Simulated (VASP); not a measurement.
# MgO (I4mm) in VASP: further runs

The runs below take MgO through single point, with PBE.

Program: VASP 6.6.1. These are calculated values, not measurements. Logs are shortened: lines on timing, memory, paths and dates and some standing lists are left out, and cuts for length are marked.

## 1. The cell of the first run

The structure is tetragonal, space group I4mm (No. 107). The conventional cell has a = 3.059 Å, b = 3.059 Å, c = 4.325 Å, α = 90.00°, β = 90.00°, γ = 90.00°. Mg (site symmetry 4mm) has 6 O at 1.87 to 2.45 Å within 2.5 Å. Within 2.5 Å of O (site symmetry 4mm) lie 6 Mg at 1.87 to 2.45 Å.

## 2. Single point, PBE

INCAR reads:

```
PREC = Accurate
ENCUT = 600
EDIFF = 1E-6
ISMEAR = 0
SIGMA = 0.05
LREAL = F
LASPH = T
NELM = 120
ALGO = Normal
ISIF = 2
LWAVE = F
LCHARG = T
GGA = PE
LELF = T
LVHAR = T
NBANDS = 11
GGA_COMPAT = F
```

KPOINTS reads:

```
regular mesh
0
Gamma
  10 10 10
```

POSCAR reads:

```
MgO
1.0
    0.0000000000      2.1627432290      2.1627432290
    2.1627432290      0.0000000000      2.1627432290
    2.1627432290      2.1627432290      0.0000000000
Mg O
1 1
Direct
    0.0266123684      0.0266123684     -0.0266123684
    0.4595716224      0.4595716224      0.5404283776
```

Potentials or basis: VASP PAW PBE potentials, release 64 (Mg, O).

Started as:

```bash
> cat potpaw_PBE.64/Mg/POTCAR potpaw_PBE.64/O/POTCAR > POTCAR
> mpirun -np 1 vasp_std > vasp.out
```

OUTCAR:

```text
PREC = Accurate
   ENCUT = 600
   EDIFF = 1E-6
   ISMEAR = 0
   LREAL = F
   LASPH = T
   NELM = 120
   ISIF = 2
   GGA = PE

 ion  position               nearest neighbor table
   1  0.027  0.027  0.973-   2 1.87   2 2.18   2 2.18   2 2.18   2 2.18   2 2.45
   2  0.460  0.460  0.540-   1 1.87   1 2.18   1 2.18   1 2.18   1 2.18   1 2.45

  LATTYP: Found a face centered cubic cell.
 ALAT       =     4.3254864580

  Lattice vectors:

 A1 = (   0.0000000000,   2.1627432290,   2.1627432290)
 A2 = (   2.1627432290,   0.0000000000,   2.1627432290)
 A3 = (   2.1627432290,   2.1627432290,   0.0000000000)

Analysis of symmetry for initial positions (statically):
=====================================================================
 Subroutine PRICEL returns:
 Original cell was already a primitive cell.

 Routine SETGRP: Setting up the symmetry group for a
 face centered cubic supercell.

 Subroutine GETGRP returns: Found  8 space group operations
 (whereof  8 operations were pure point group operations)
 out of a pool of 48 trial point group operations.

The static configuration has the point symmetry C_4v.

Analysis of symmetry for dynamics (positions and initial velocities):
=====================================================================
 Subroutine PRICEL returns:
 Original cell was already a primitive cell.

 Routine SETGRP: Setting up the symmetry group for a
 face centered cubic supercell.

 Subroutine GETGRP returns: Found  8 space group operations
 (whereof  8 operations were pure point group operations)
 out of a pool of 48 trial point group operations.

The dynamic configuration has the point symmetry C_4v.

 Subroutine INISYM returns: Found  8 space group operations
 (whereof  8 operations are pure point group operations),
 and found     1 'primitive' translations

----------------------------------------------------------------------------------------

                                     Primitive cell

  volume of cell :      20.2323

  direct lattice vectors                    reciprocal lattice vectors
     0.000000000  2.162743229  2.162743229    -0.231187870  0.231187870  0.231187870
     2.162743229  0.000000000  2.162743229     0.231187870 -0.231187870  0.231187870
     2.162743229  2.162743229  0.000000000     0.231187870  0.231187870 -0.231187870

  length of vectors
     3.058580806  3.058580806  3.058580806     0.400429137  0.400429137  0.400429137

  position of ions in fractional coordinates (direct lattice)
     0.026612368  0.026612368  0.973387632
     0.459571622  0.459571622  0.540428378

  ion indices of the primitive-cell ions
   primitive index   ion index
                 1           1
                 2           2

----------------------------------------------------------------------------------------

 KPOINTS: regular mesh

Automatic generation of k-mesh.
 Grid dimensions read from file:
 generate k-points for:   10   10   10

 Generating k-lattice:

  Cartesian coordinates                     Fractional coordinates (reciprocal lattice)
    -0.023118787  0.023118787  0.023118787     0.100000000  0.000000000  0.000000000
     0.023118787 -0.023118787  0.023118787     0.000000000  0.100000000  0.000000000
     0.023118787  0.023118787 -0.023118787     0.000000000  0.000000000  0.100000000

  Length of vectors
     0.040042914  0.040042914  0.040042914

  Shift w.r.t. Gamma in fractional coordinates (k-lattice)
     0.000000000  0.000000000  0.000000000

 Subroutine IBZKPT returns following result:
 ===========================================

 Found    102 irreducible k-points:

 Following reciprocal coordinates:
            Coordinates               Weight
  0.000000  0.000000  0.000000      1.000000
  0.100000  0.000000  0.000000      8.000000
  0.200000  0.000000  0.000000      8.000000
  0.300000  0.000000  0.000000      8.000000
  0.400000  0.000000  0.000000      8.000000
  0.500000  0.000000  0.000000      4.000000
[... 16 lines left out ...]
 -0.100000  0.100000  0.000000      4.000000
  0.000000 -0.100000  0.100000      8.000000
 [... further k-points ...]
   k-points           NKPTS =    102   k-points in BZ     NKDIM =    102   number of bands    NBANDS=     11
   number of dos      NEDOS =    301   number of ions     NIONS =      2
   total plane-waves  NPLWV =  13824
   dimension x,y,z NGX =    24 NGY =   24 NGZ =   24
   dimension x,y,z NGXF=    48 NGYF=   48 NGZF=   48
   ions per type =               1   1
   NGX,Y,Z   is equivalent  to a cutoff of  13.04, 13.04, 13.04 a.u.
   NGXF,Y,Z  is equivalent  to a cutoff of  26.09, 26.09, 26.09 a.u.
 SYSTEM =  unknown system
   PREC   = accura    normal or accurate (medium, high low for compatibility)
   ISTART =      0    job   : 0-new  1-cont  2-samecut
   ICHARG =      2    charge: 1-file 2-atom 10-const
   ISPIN  =      1    spin polarized calculation?
   LNONCOLLINEAR =      F non collinear calculations
   LSORBIT =      F    spin-orbit coupling
   LASPH  =      T    aspherical Exc in radial PAW
   ENCUT  =  600.0 eV  44.10 Ry    6.64 a.u.   6.11  6.11  6.11*2*pi/ulx,y,z
   NELM   =    120;   NELMIN=  2; NELMDL= -5     # of ELM steps
   EDIFF  = 0.1E-05   stopping-criterion for ELM
   LREAL  =      F    real-space projection
   EDIFFG = 0.1E-04   stopping-criterion for IOM
   NSW    =      0    number of steps for IOM
   IBRION =     -1    ionic relax: 0-MD 1-quasi-New 2-CG
   NFREE  =      0    steps in history (QN), initial steepest desc. (CG)
   ISIF   =      2    stress and relaxation
   ISYM   =      2    0-nonsym 1-usesym 2-fastsym
   POTIM  = 0.5000    time-step for ionic-motion
   TEBEG  =    0.0;   TEEND  =   0.0 temperature during run
   PSTRESS=    0.0 pullay stress
   NELECT =       8.0000    total number of electrons
   NUPDOWN=      -1.0000    fix difference up-down
   EMIN   =  10.00;   EMAX   =-10.00  energy-range for DOS
   EFERMI =   0.00;   METHOD = LEGACY
   ISMEAR =     0;   SIGMA  =   0.05  broadening in eV -4-tet -1-fermi 0-gaus
   EFERMI_NEDOS =   21; number of points for ismear=-14 and -15
   IALGO  =     38    algorithm
   IMIX   =      4    mixing-type and parameters
     AMIX     =   0.40;   BMIX     =  1.00
     AMIX_MAG =   1.60;   BMIX_MAG =  1.00
  volume/ion in A,a.u.               =      10.12        68.27
  Fermi-wavevector in a.u.,A,eV,Ry     =   1.201591  2.270677 19.644364  1.443820
  Thomas-Fermi vector in A             =   2.337395
   LORBIT       =      0    0 simple, 1 ext, 2 COOP (PROOUT), +10 PAW based schemes
   GGA     = PE    functional components
   LHFCALC =     F    Hartree Fock is set to
   AEXX    =    0.0000 exact exchange contribution
   IVDW    =     0    specifies the selected vdW correction
   LEPSILON=     F    determine dielectric tensor
   LRPA    =     F    only Hartree local field effects (RPA)
 non-spin polarized calculation
 Gauss-broadening in eV      SIGMA  =   0.05
  energy-cutoff  :      600.00
  volume of cell :       20.23
 maximum number of plane-waves:       692
   NGX = 13   NGY = 13   NGZ = 13

 number of electron       7.9999997 magnetization

 Free energy of the ion-electron system (eV)
  ---------------------------------------------------
  ext. energy  EPLUGINS =         0.00000000
  ---------------------------------------------------
  free energy    TOTEN  =       -11.67931013 eV

  energy without entropy =      -11.67931013  energy(sigma->0) =      -11.67931013

 E-fermi :   2.8632     XC(G=0): -10.6763

 val. band max:        2.5457217785   @ k =   0.0000   0.0000   0.0000
 cond. band min:       6.5313243019   @ k =   0.0000   0.0000   0.0000
 fundamental gap:      3.9856025234
 Fermi energy:         2.8632134669

 k-point     1 :       0.0000    0.0000    0.0000
  band No.  band energies     occupation
      1     -14.3060      2.00000
      2       2.4458      2.00000
      3       2.5457      2.00000
      4       2.5457      2.00000
      5       6.5313      0.00000
      6      18.0885      0.00000
      7      18.2339      0.00000
      8      18.2339      0.00000
      9      21.5019      0.00000
     10      23.4054      0.00000
     11      23.5263      0.00000

 k-point     2 :       0.1000    0.0000    0.0000
  band No.  band energies     occupation
      1     -14.2161      2.00000
      2       1.8657      2.00000
      3       2.4553      2.00000
      4       2.4930      2.00000
      5       7.1592      0.00000
      6      16.8007      0.00000
      7      18.3676      0.00000
      8      18.4145      0.00000
      9      22.5116      0.00000
     10      22.6173      0.00000
     11      23.2214      0.00000

 k-point     3 :       0.2000    0.0000    0.0000
  band No.  band energies     occupation
      1     -13.9701      2.00000
      2       0.6598      2.00000
      3       2.3187      2.00000
      4       2.3595      2.00000
      5       8.3597      0.00000
      6      15.1818      0.00000
      7      18.6136      0.00000
      8      18.6846      0.00000
      9      21.8798      0.00000
     10      22.1059      0.00000
     11      23.7584      0.00000

 k-point     4 :       0.3000    0.0000    0.0000
  band No.  band energies     occupation
      1     -13.6421      2.00000
      2      -0.5173      2.00000
      3       2.1590      2.00000
      4       2.2010      2.00000
      5       9.3904      0.00000
      6      14.2404      0.00000
      7      18.5249      0.00000
      8      18.5529      0.00000
      9      22.3507      0.00000
     10      22.4638      0.00000
     11      23.4018      0.00000
[... 239 lines left out ...]
 k-point    22 :       0.0000   -0.2000    0.1000
  band No.  band energies     occupation
      1     -13.8020      2.00000
      2       0.1886      2.00000
      3       1.9640      2.00000
      4       2.3046      2.00000
      5       9.0759      0.00000
      6      14.6293      0.00000
      7      17.7176      0.00000
      8      19.3535      0.00000
      9      21.0815      0.00000
     10      22.8430      0.00000
     11      24.4566      0.00000

 k-point    23 :      -0.1000    0.1000    0.0000
  band No.  band energies     occupation
      1     -14.0750      2.00000
      2       1.1897      2.00000
      3       2.2279      2.00000
      4       2.4644      2.00000
      5       7.9818      0.00000
      6      15.6928      0.00000
      7      18.2561      0.00000
      8      18.7619      0.00000
      9      21.1504      0.00000
     10      22.7206      0.00000
     11      24.6763      0.00000

 k-point    24 :       0.0000   -0.1000    0.1000
  band No.  band energies     occupation
      1     -14.0746      2.00000
      2       1.2081      2.00000
      3       2.2509      2.00000
      4       2.4313      2.00000
      5       7.9297      0.00000
      6      15.7506      0.00000
      7      18.1957      0.00000
      8      18.8384      0.00000
      9      21.5015      0.00000
     10      22.7342      0.00000
     11      24.2271      0.00000

 [... further k-points ...]

------------------------ aborting loop because EDIFF is reached ----------------------------------------

  FORCE on cell =-STRESS in cart. coord.  units (eV):
  Direction    XX          YY          ZZ          XY          YZ          ZX
  --------------------------------------------------------------------------------------
  -------------------------------------------------------------------------------------
  Total       -1.0921240     -1.0921240      1.9548737      0.0000000      0.0000000      0.0000000
  in kB      -86.4843778    -86.4843778    154.8047973      0.0000000      0.0000000      0.0000000
  external PRESSURE =      -6.0546527 kB  Pullay stress =       0.0000000 kB

 VOLUME and BASIS-vectors are now :
 -----------------------------------------------------------------------------
  energy-cutoff  :      600.00
  volume of cell :       20.23
      direct lattice vectors                 reciprocal lattice vectors
     0.000000000  2.162743229  2.162743229    -0.231187870  0.231187870  0.231187870
     2.162743229  0.000000000  2.162743229     0.231187870 -0.231187870  0.231187870
     2.162743229  2.162743229  0.000000000     0.231187870  0.231187870 -0.231187870

 POSITION                                       TOTAL-FORCE (eV/Angst)
 -----------------------------------------------------------------------------------
      2.16274      2.16274      0.11511         0.000000      0.000000     -1.862940
      2.16274      2.16274      1.98787         0.000000      0.000000      1.862940
 -----------------------------------------------------------------------------------
    total drift:                               -0.000000     -0.000000      0.000475

  FREE ENERGIE OF THE ION-ELECTRON SYSTEM (eV)
  ---------------------------------------------------
  free  energy   TOTEN  =       -11.6793101270 eV

  energy  without entropy=      -11.6793101270  energy(sigma->0) =      -11.67931013
```

Run time: 8.3 s. Hardware: 1 thread of Intel Xeon 6975P-C (Granite Rapids), shared host; peak memory 0.16 GiB.

Results:

- Free energy: -11.6793 eV
- Pressure: -0.6 GPa
- Largest force: 1.863 eV/Å
- Band gap on the k mesh: 3.99 eV, direct

Forces on the atoms (eV/Å):
```
Mg   0.000  0.000 -1.863
O    0.000  0.000  1.863
```

Levels at points of the mesh, in eV from the valence-band top:
```csv
k point,band 2,band 3,band 4,band 5,band 6,band 7
"(0.00, 0.00, 0.00)",-0.10,0.00,0.00,3.99,15.54,15.69
"(0.50, 0.00, 0.00)",-4.22,-0.56,-0.51,7.47,11.47,15.51
"(0.50, 0.50, 0.00)",-3.64,-1.19,-1.19,8.75,9.09,12.36
"(0.00, 0.50, 0.50)",-3.71,-1.26,-1.22,8.86,9.27,12.36
```

Caveat: forces of over 1 eV/Å act on the atoms, so gaps and moduli don't describe the material at rest. A hybrid or GW would open this gap; PBE tends to underestimate it.

## 3. Single point, PBE

INCAR reads:

```
SYSTEM = MgO
ALGO = Normal
EDIFF = 1E-6
ENCUT = 600
GGA = PE
GGA_COMPAT = .FALSE.
ISIF = 2
ISMEAR = 0
LASPH = .TRUE.
LCHARG = .FALSE.
LREAL = .FALSE.
LWAVE = .FALSE.
NBANDS = 11
NELM = 120
PREC = Accurate
SIGMA = 0.05
```

KPOINTS reads:

```
k-points
0
G
  10 10 10
  0 0 0
```

POSCAR reads:

```
MgO
1.0
    0.0000000000      2.1627432290      2.1627432290
    2.1627432290      0.0000000000      2.1627432290
    2.1627432290      2.1627432290      0.0000000000
Mg O
1 1
Direct
    0.0133061842      0.0133061842     -0.0133061842
    0.4797858112      0.4797858112      0.5202141888
```

Potentials or basis: VASP PAW PBE potentials, release 64 (Mg, O).

Started as:

```bash
> cat potpaw_PBE.64/Mg/POTCAR potpaw_PBE.64/O/POTCAR > POTCAR
> mpirun -np 1 vasp_std > vasp.out
```

OUTCAR:

```text
SYSTEM = MgO
   EDIFF = 1E-6
   ENCUT = 600
   GGA = PE
   ISIF = 2
   ISMEAR = 0
   LASPH = .TRUE.
   LREAL = .FALSE.
   NELM = 120
   PREC = Accurate

 ion  position               nearest neighbor table
   1  0.013  0.013  0.987-   2 2.02   2 2.17   2 2.17   2 2.17   2 2.17   2 2.31
   2  0.480  0.480  0.520-   1 2.02   1 2.17   1 2.17   1 2.17   1 2.17   1 2.31

  LATTYP: Found a face centered cubic cell.
 ALAT       =     4.3254864580

  Lattice vectors:

[... 524 lines left out ...]

  FORCE on cell =-STRESS in cart. coord.  units (eV):
  Direction    XX          YY          ZZ          XY          YZ          ZX
  --------------------------------------------------------------------------------------
  -------------------------------------------------------------------------------------
  Total       -0.9956357     -0.9956357     -0.2893247      0.0000000      0.0000000      0.0000000
  in kB      -78.8435485    -78.8435485    -22.9113799      0.0000000      0.0000000      0.0000000
  external PRESSURE =     -60.1994923 kB  Pullay stress =       0.0000000 kB

 VOLUME and BASIS-vectors are now :
 -----------------------------------------------------------------------------
  energy-cutoff  :      600.00
  volume of cell :       20.23
      direct lattice vectors                 reciprocal lattice vectors
     0.000000000  2.162743229  2.162743229    -0.231187870  0.231187870  0.231187870
     2.162743229  0.000000000  2.162743229     0.231187870 -0.231187870  0.231187870
     2.162743229  2.162743229  0.000000000     0.231187870  0.231187870 -0.231187870

 POSITION                                       TOTAL-FORCE (eV/Angst)
 -----------------------------------------------------------------------------------
      2.16274      2.16274      0.05756         0.000000      0.000000     -0.623098
      2.16274      2.16274      2.07531         0.000000      0.000000      0.623098
 -----------------------------------------------------------------------------------
    total drift:                               -0.000000     -0.000000      0.000098

  FREE ENERGIE OF THE ION-ELECTRON SYSTEM (eV)
  ---------------------------------------------------
  free  energy   TOTEN  =       -11.8477023774 eV

  energy  without entropy=      -11.8477023774  energy(sigma->0) =      -11.84770238
```

OSZICAR:

```text
N       E                     dE             d eps       ncg     rms          rms(c)
DAV:   1     0.169884563904E+02    0.16988E+02   -0.48108E+03  2524   0.720E+02
DAV:   2    -0.127013030943E+02   -0.29690E+02   -0.28747E+02  2541   0.141E+02
DAV:   3    -0.134332478564E+02   -0.73194E+00   -0.73125E+00  2742   0.199E+01
DAV:   4    -0.134352700019E+02   -0.20221E-02   -0.20221E-02  2454   0.116E+00
DAV:   5    -0.134352768808E+02   -0.68789E-05   -0.68789E-05  2676   0.681E-02    0.723E+00
DAV:   6    -0.118741090767E+02    0.15612E+01   -0.96015E+00  2370   0.166E+01    0.238E+00
DAV:   7    -0.118549777965E+02    0.19131E-01   -0.80357E-02  2499   0.237E+00    0.137E+00
DAV:   8    -0.118483290240E+02    0.66488E-02   -0.36076E-02  2367   0.210E+00    0.282E-01
DAV:   9    -0.118477249517E+02    0.60407E-03   -0.11106E-03  2604   0.238E-01    0.139E-01
DAV:  10    -0.118477013932E+02    0.23559E-04   -0.48232E-04  2493   0.168E-01    0.885E-03
DAV:  11    -0.118477023774E+02   -0.98421E-06   -0.51855E-06  2637   0.218E-02
   1 F= -.11847702E+02 E0= -.11847702E+02  d E =-.262553E-20
```

It took 6.8 s on 1 thread of Intel Xeon 6975P-C (Granite Rapids), shared host; peak memory 0.16 GiB.

What came out:

| Item | Value |
| --- | --- |
| Free energy | -11.8477 eV |
| Pressure | -6.0 GPa |
| Largest force | 0.623 eV/Å |
| Band gap on the k mesh | 3.99 eV, direct |

Forces on the atoms (eV/Å):
```
Mg   0.000  0.000 -0.623
O    0.000  0.000  0.623
```

Levels at points of the mesh, in eV from the valence-band top:
```tsv
k point	band 1	band 2	band 3	band 4	band 5	band 6	band 7	band 8
(0.00, 0.00, 0.00)	-16.87	-0.03	0.00	0.00	3.99	15.40	15.43	15.43
(0.50, 0.00, 0.00)	-15.78	-4.26	-0.57	-0.56	7.42	11.64	15.50	15.58
(0.50, 0.50, 0.00)	-15.55	-3.74	-1.23	-1.23	9.02	9.03	12.31	17.82
(0.00, 0.50, 0.50)	-15.55	-3.75	-1.24	-1.24	9.05	9.08	12.29	17.77
```
